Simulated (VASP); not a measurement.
# HRh6 in VASP: single point with PBE+D3(BJ)

Aim: the single point of HRh6 with PBE+D3(BJ).

Everything below comes from runs of VASP 6.6.1. Logs are shortened: lines on timing, memory, paths and dates and some standing lists are left out, and cuts for length are marked.

## 1. The cell of the first run

The cell holds a slab with vacuum, 14 atoms: a = 5.374 Å, b = 5.374 Å, c = 19.388 Å, α = 90.00°, β = 90.00°, γ = 60.00°.

## 2. Single point, PBE+D3(BJ)

Input file INCAR:

```
ALGO = Normal ; EDIFF = 1E-6
ENCUT = 520 ; GGA = PE
ISIF = 2 ; ISMEAR = -1
IVDW = 12 ; LASPH = T
LCHARG = F ; LREAL = F
LWAVE = F ; NBANDS = 104
NELM = 60 ; PREC = Accurate
SIGMA = 0.002
```

Input file KPOINTS:

```
k-points
0
Gamma
  2 2 1
```

Input file POSCAR:

```
HRh6
1.0
    5.3740120000      0.0000000000      0.0000000000
    2.6870060000      4.6540310000      0.0000000000
    0.0000000000      0.0000000000     19.3878620000
Rh H
12 2
Direct
    0.1666630824      0.1666727188      0.0515786630
    0.6666619659      0.1666727188      0.0515786630
    0.1666641894      0.6666693883      0.0515786630
    0.6666630729      0.6666693883      0.0515786630
   -0.1654501367      0.3328727290      0.1598680659
    0.3323894391      0.3330231363      0.1598268030
   -0.1662111893      0.8327189913      0.1600589070
    0.3343039408      0.8320958756      0.1579287082
   -0.0174463699      0.0093252494      0.2758530053
    0.5085061454      0.0102276929      0.2758891104
   -0.0005847926      0.5012429010      0.2734030189
    0.5050488121      0.4894896489      0.2731451255
    0.2339569659      1.0045055566      0.3469851395
    0.7077031086     -0.0566820462      0.3524988985
```

Potentials or basis: VASP PAW PBE potentials, release 64 (Rh_pv, H).

On the command line:

```console
$ cat potpaw_PBE.64/Rh_pv/POTCAR potpaw_PBE.64/H/POTCAR > POTCAR
$ mpirun -np 1 vasp_std > vasp.out
```

OUTCAR:

```text
EDIFF = 1E-6
   ENCUT = 520
   GGA = PE
   ISIF = 2
   ISMEAR = -1
   IVDW = 12
   LASPH = T
   LREAL = F
   NELM = 60
   PREC = Accurate
 IVDW          = 12

 ion  position               nearest neighbor table
   1  0.167  0.167  0.052-   8 2.58   6 2.61   5 2.61   3 2.69   4 2.69   2 2.69   2 2.69   4 2.69
                             3 2.69
   2  0.667  0.167  0.052-   6 2.61   5 2.61   7 2.62   3 2.69   4 2.69   1 2.69   1 2.69   4 2.69
                             3 2.69
   3  0.167  0.667  0.052-   8 2.58   6 2.61   7 2.61   2 2.69   1 2.69   4 2.69   4 2.69   1 2.69
                             2 2.69
   4  0.667  0.667  0.052-   8 2.58   5 2.61   7 2.61   2 2.69   1 2.69   3 2.69   3 2.69   1 2.69
                             2 2.69
   5  0.835  0.333  0.160-   1 2.61   4 2.61   2 2.61   6 2.68  12 2.68   7 2.68   8 2.69   8 2.69
                             7 2.69  11 2.69   6 2.70   9 2.71
   6  0.332  0.333  0.160-   1 2.61   3 2.61   2 2.61   5 2.68  12 2.68   7 2.68   8 2.69   8 2.69
                             7 2.69  11 2.69   5 2.70  10 2.71
   7  0.834  0.833  0.160-   3 2.61   4 2.61   2 2.62   6 2.68   5 2.68  11 2.68   8 2.69   8 2.69
                             5 2.69   6 2.69   9 2.71  10 2.71
   8  0.334  0.832  0.158-   4 2.58   3 2.58   1 2.58   5 2.69   7 2.69   6 2.69   6 2.69   7 2.69
                             5 2.69  12 2.74   9 2.81  10 2.81
   9  0.983  0.009  0.276-  13 1.92  10 2.55  12 2.57  11 2.69  11 2.69   5 2.71   7 2.71  12 2.80
                             8 2.81  10 2.83
  10  0.509  0.010  0.276-  14 1.76  13 2.03   9 2.55  12 2.57  11 2.69  11 2.69   6 2.71   7 2.71
                            12 2.81   8 2.81   9 2.83
  11  0.999  0.501  0.273-   7 2.68  12 2.69   9 2.69  10 2.69  12 2.69  10 2.69   9 2.69   6 2.69
                             5 2.69
  12  0.505  0.489  0.273-  10 2.57   9 2.57   6 2.68   5 2.68  11 2.69  11 2.69   8 2.74   9 2.80
                            10 2.81
  13  0.234  0.005  0.347-   9 1.92  10 2.03
  14  0.708  0.943  0.352-  10 1.76

  LATTYP: Found a hexagonal cell.
 ALAT       =     5.3740120760
 C/A-ratio  =     3.6077071889

  Lattice vectors:

 A1 = (  -2.6870060000,  -4.6540310000,   0.0000000000)
 A2 = (   5.3740120000,   0.0000000000,   0.0000000000)
 A3 = (   0.0000000000,   0.0000000000,  19.3878620000)

Analysis of symmetry for initial positions (statically):
=====================================================================
 Subroutine PRICEL returns:
 Original cell was already a primitive cell.

 Routine SETGRP: Setting up the symmetry group for a
 hexagonal supercell.

 Subroutine GETGRP returns: Found  1 space group operations
 (whereof  1 operations were pure point group operations)
 out of a pool of 24 trial point group operations.

The static configuration has the point symmetry C_1 .

Analysis of symmetry for dynamics (positions and initial velocities):
=====================================================================
 Subroutine PRICEL returns:
 Original cell was already a primitive cell.

 Routine SETGRP: Setting up the symmetry group for a
 hexagonal supercell.

 Subroutine GETGRP returns: Found  1 space group operations
 (whereof  1 operations were pure point group operations)
 out of a pool of 24 trial point group operations.

The dynamic configuration has the point symmetry C_1 .

 Subroutine INISYM returns: Found  1 space group operations
 (whereof  1 operations are pure point group operations),
 and found     1 'primitive' translations

----------------------------------------------------------------------------------------

                                     Primitive cell

  volume of cell :     484.9063

  direct lattice vectors                    reciprocal lattice vectors
     5.374012000  0.000000000  0.000000000     0.186080716 -0.107433749  0.000000000
     2.687006000  4.654031000  0.000000000     0.000000000  0.214867499  0.000000000
     0.000000000  0.000000000 19.387862000     0.000000000  0.000000000  0.051578663

  length of vectors
     5.374012000  5.374012076 19.387862000     0.214867502  0.214867499  0.051578663

  position of ions in fractional coordinates (direct lattice)
     0.166663082  0.166672719  0.051578663
[... 36 lines left out ...]
 Grid dimensions read from file:
 generate k-points for:    2    2    1

 Generating k-lattice:

  Cartesian coordinates                     Fractional coordinates (reciprocal lattice)
     0.093040358 -0.053716875  0.000000000     0.500000000  0.000000000  0.000000000
     0.000000000  0.107433749  0.000000000     0.000000000  0.500000000  0.000000000
     0.000000000  0.000000000  0.051578663     0.000000000  0.000000000  1.000000000

  Length of vectors
     0.107433751  0.107433749  0.051578663

  Shift w.r.t. Gamma in fractional coordinates (k-lattice)
     0.000000000  0.000000000  0.000000000

 Subroutine IBZKPT returns following result:
 ===========================================

 Found      4 irreducible k-points:

 Following reciprocal coordinates:
            Coordinates               Weight
  0.000000  0.000000  0.000000      1.000000
  0.500000 -0.000000  0.000000      1.000000
  0.500000  0.500000  0.000000      1.000000
  0.000000  0.500000  0.000000      1.000000
   k-points           NKPTS =      4   k-points in BZ     NKDIM =      4   number of bands    NBANDS=    104
   number of dos      NEDOS =    301   number of ions     NIONS =     14
   total plane-waves  NPLWV = 230400
   dimension x,y,z NGX =    40 NGY =   40 NGZ =  144
   dimension x,y,z NGXF=    80 NGYF=   80 NGZF=  288
   ions per type =              12   2
   NGX,Y,Z   is equivalent  to a cutoff of  12.37, 12.37, 12.35 a.u.
   NGXF,Y,Z  is equivalent  to a cutoff of  24.75, 24.75, 24.70 a.u.
 SYSTEM =  unknown system
   PREC   = accura    normal or accurate (medium, high low for compatibility)
   ISTART =      0    job   : 0-new  1-cont  2-samecut
   ICHARG =      2    charge: 1-file 2-atom 10-const
   ISPIN  =      1    spin polarized calculation?
   LNONCOLLINEAR =      F non collinear calculations
   LSORBIT =      F    spin-orbit coupling
   LASPH  =      T    aspherical Exc in radial PAW
   ENCUT  =  520.0 eV  38.22 Ry    6.18 a.u.   9.99  9.99 36.05*2*pi/ulx,y,z
   NELM   =     60;   NELMIN=  2; NELMDL= -5     # of ELM steps
   EDIFF  = 0.1E-05   stopping-criterion for ELM
   LREAL  =      F    real-space projection
   EDIFFG = 0.1E-04   stopping-criterion for IOM
   NSW    =      0    number of steps for IOM
   IBRION =     -1    ionic relax: 0-MD 1-quasi-New 2-CG
   NFREE  =      0    steps in history (QN), initial steepest desc. (CG)
   ISIF   =      2    stress and relaxation
   ISYM   =      2    0-nonsym 1-usesym 2-fastsym
   POTIM  = 0.5000    time-step for ionic-motion
   TEBEG  =    0.0;   TEEND  =   0.0 temperature during run
   PSTRESS=    0.0 pullay stress
   NELECT =     182.0000    total number of electrons
   NUPDOWN=      -1.0000    fix difference up-down
   EMIN   =  10.00;   EMAX   =-10.00  energy-range for DOS
   EFERMI =   0.00;   METHOD = LEGACY
   ISMEAR =    -1;   SIGMA  =   0.00  broadening in eV -4-tet -1-fermi 0-gaus
   EFERMI_NEDOS =   21; number of points for ismear=-14 and -15
   IALGO  =     38    algorithm
   IMIX   =      4    mixing-type and parameters
     AMIX     =   0.40;   BMIX     =  1.00
     AMIX_MAG =   1.60;   BMIX_MAG =  1.00
  volume/ion in A,a.u.               =      34.64       233.74
  Fermi-wavevector in a.u.,A,eV,Ry     =   1.180899  2.231575 18.973624  1.394522
  Thomas-Fermi vector in A             =   2.317182
   LORBIT       =      0    0 simple, 1 ext, 2 COOP (PROOUT), +10 PAW based schemes
   GGA     = PE    functional components
   LHFCALC =     F    Hartree Fock is set to
   AEXX    =    0.0000 exact exchange contribution
   IVDW    =    12    specifies the selected vdW correction
   LEPSILON=     F    determine dielectric tensor
   LRPA    =     F    only Hartree local field effects (RPA)
 non-spin polarized calculation
  energy-cutoff  :      520.00
  volume of cell :      484.91
 maximum number of plane-waves:     13024
 NGX is ok and might be reduce to    40
   NGX = 19   NGY = 19   NGZ = 73

 number of electron     181.9999996 magnetization

 Free energy of the ion-electron system (eV)
  ---------------------------------------------------
  ext. energy  EPLUGINS =         0.00000000
  ---------------------------------------------------
  free energy    TOTEN  =       -90.24141618 eV

  energy without entropy =      -90.24141618  energy(sigma->0) =      -90.24141618

 E-fermi :   0.7249     XC(G=0):  -5.8521

 val. band max:        0.6667016722   @ k =   0.0000   0.5000   0.0000
 cond. band min:       0.7779971938   @ k =   0.0000   0.0000   0.0000
 fundamental gap:      0.1112955216
 Fermi energy:         0.7248835467

 k-point     1 :       0.0000    0.0000    0.0000
  band No.  band energies     occupation
      1     -46.4784      2.00000
      2     -46.4482      2.00000
      3     -46.4441      2.00000
      4     -46.3407      2.00000
      5     -46.2485      2.00000
      6     -46.2044      2.00000
[... 413 lines left out ...]
    102       2.6213      0.00000
    103       3.3059      0.00000
 [bands above 103 left out]

------------------------ aborting loop because EDIFF is reached ----------------------------------------

 Edisp (eV)   -5.37312

 E8    (eV) :    -2.4926

  FORCE on cell =-STRESS in cart. coord.  units (eV):
  Direction    XX          YY          ZZ          XY          YZ          ZX
  --------------------------------------------------------------------------------------
  -------------------------------------------------------------------------------------
  Total     -13.61903   -11.68273    -2.76177     0.31162    -0.14811     0.27635
  in kB     -44.99858   -38.60089    -9.12516     1.02962    -0.48937     0.91310
  external pressure =      -30.91 kB  Pullay stress =        0.00 kB

 VOLUME and BASIS-vectors are now :
 -----------------------------------------------------------------------------
  energy-cutoff  :      520.00
  volume of cell :      484.91
      direct lattice vectors                 reciprocal lattice vectors
     5.374012000  0.000000000  0.000000000     0.186080716 -0.107433749  0.000000000
     2.687006000  4.654031000  0.000000000     0.000000000  0.214867499  0.000000000
     0.000000000  0.000000000 19.387862000     0.000000000  0.000000000  0.051578663

 POSITION                                       TOTAL-FORCE (eV/Angst)
 -----------------------------------------------------------------------------------
      1.34350      0.77570      1.00000         0.063457     -0.000741     -0.783935
      4.03050      0.77570      1.00000        -0.042906     -0.168912     -0.582604
      2.68700      3.10270      1.00000        -0.149031      0.042571     -0.796672
      5.37400      3.10270      1.00000         0.024009      0.085571     -0.731235
      5.37931      1.54920      3.09950        -0.098982      0.017996      0.984089
      2.68110      1.54990      3.09870         0.202444      0.132997      0.897950
      6.71831      3.87550      3.10320         0.044295      0.053419      0.930603
      4.03240      3.87260      3.06190        -0.085739      0.061246      2.169713
      5.30531      0.04340      5.34820         2.075683     -0.909385      0.180250
      2.76020      0.04760      5.34890        -1.994580     -1.182506      0.794632
      6.71771      2.33280      5.30070        -0.015031      0.070153     -0.088259
      4.02940      2.27810      5.29570         0.002757      1.547629     -0.229203
      1.26939      0.02097      6.72730         0.025487      0.138496     -1.461880
      6.33791      4.39023      6.83420        -0.051862      0.111466     -1.283449
 -----------------------------------------------------------------------------------
    total drift:                               -0.000093     -0.000121     -0.000713

  FREE ENERGIE OF THE ION-ELECTRON SYSTEM (eV)
  ---------------------------------------------------
  free  energy   TOTEN  =       -95.6145391367 eV

  energy  without entropy=      -95.6145391367  energy(sigma->0) =      -95.61453914
```

It took 7.7 min on 1 thread of Intel Xeon Platinum 8488C (Sapphire Rapids), shared host; peak memory 0.59 GiB.

Results:

* Free energy: -95.6145 eV
* Largest force: 2.451 eV/Å
* Band gap on the k mesh: zero (bands 91 and 92 overlap by 0.89 eV)
* Dispersion energy per atom: -0.384 eV

Forces in eV/Å, atoms in the order of the input:
```
Rh   0.063 -0.001 -0.784
Rh  -0.043 -0.169 -0.583
Rh  -0.149  0.043 -0.797
Rh   0.024  0.086 -0.731
Rh  -0.099  0.018  0.984
Rh   0.202  0.133  0.898
Rh   0.044  0.053  0.931
Rh  -0.086  0.061  2.170
Rh   2.076 -0.909  0.180
Rh  -1.995 -1.183  0.795
Rh  -0.015  0.070 -0.088
Rh   0.003  1.548 -0.229
H    0.025  0.138 -1.462
H   -0.052  0.111 -1.283
```

Levels at points of the mesh, in eV from the Fermi level:
| k point | band 92 | band 93 | band 94 | band 95 | band 96 | band 97 |
| --- | --- | --- | --- | --- | --- | --- |
| (0.00, 0.00, 0.00) | 0.57 | 0.58 | 0.64 | 0.80 | 1.05 | 1.06 |
| (0.50, 0.00, 0.00) | -0.31 | -0.27 | -0.23 | 0.22 | 0.25 | 0.49 |
| (0.50, 0.50, 0.00) | -0.31 | -0.27 | -0.18 | 0.23 | 0.29 | 0.46 |
| (0.00, 0.50, 0.00) | -0.35 | -0.26 | -0.06 | 0.21 | 0.31 | 0.44 |

Caveat: the k points lie up to 0.68 Å⁻¹ apart, too coarse for converged energies and pressures of a metal.
